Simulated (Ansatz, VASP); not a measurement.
## MgS: VASP beside Ansatz

```xyz
2
Lattice="3.6100 0.0000 0.0000 -1.8050 3.1263 0.0000 0.0000 0.0000 3.3050" Properties=species:S:1:pos:R:3 pbc="T T T"
Mg    1.8050    1.0421    1.6525
S     0.0000    0.0000    0.0000
```

Change from the starting cell: species swapped into the WC type (P-6m2, No. 187).

Alike in both runs: task relaxation of cell and atoms; functional PBE; k mesh 12 × 12 × 8; occupations gaussian, width 0.02 eV; no spin polarisation.

```csv
,VASP,Ansatz
version,VASP 6.6.1,Ansatz 0.2.0
potentials or method,"VASP PAW PBE potentials, release 64 (Mg, S), cutoff 600 eV","scalar-relativistic, plane waves, PAW"
valence electrons in the cell,8,16
```

|  | VASP | Ansatz | Ansatz less VASP |
| --- | --- | --- | --- |
| gap on the k mesh at the Fermi level, each at its own relaxed structure (eV) | 1.13 | 1.15 | +0.021 |
| relaxed volume (Å³/atom) | 18.60 | 18.65 | +0.053 |
| relaxed cell length with the largest relative difference (Å) | 3.301 | 3.305 | +0.0039 |

VASP's potentials hold 8 valence electrons a cell and Ansatz's 16, so a difference there can come from the potentials and not from the codes.
